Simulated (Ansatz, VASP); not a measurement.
**GaN: VASP beside Ansatz**

```xyz
2
Lattice="2.2535 2.2535 0.0000 -2.2535 2.2535 0.0000 0.0000 2.2535 2.2535" Properties=species:S:1:pos:R:3 pbc="T T T"
Ga    0.0000    0.0000    0.0000
N    -1.1268    3.3803    1.1268
```

Alike in both runs: task relaxation of cell and atoms; functional r2SCAN; k mesh 14 × 14 × 14; occupations fermi-dirac, width 0.05 eV; no spin polarisation.

|  | VASP | Ansatz |
| --- | --- | --- |
| version | VASP 6.6.1 | Ansatz 0.2.0 |
| potentials or method | VASP PAW PBE potentials, release 64 (Ga_d, N) | PAW with Ansatz's default frozen-core files, scalar-relativistic |
| plane-wave cutoff (eV) | 600 | 500 |
| valence electrons in the cell | 18 | 18 |

VASP gave:

- relaxed volume (Å³/atom): 11.44
- relaxed length of the cell vector where the two differ most in proportion (Å): 3.187

Problem. Estimate Ansatz's values.

Solution. Relaxed volume (Å³/atom): 11.37; relaxed length of the cell vector where the two differ most in proportion (Å): 3.180.

VASP's potentials were made for PBE, not for r2SCAN.

Noted on VASP's run: the relaxation stopped at its first step, so nothing moved.
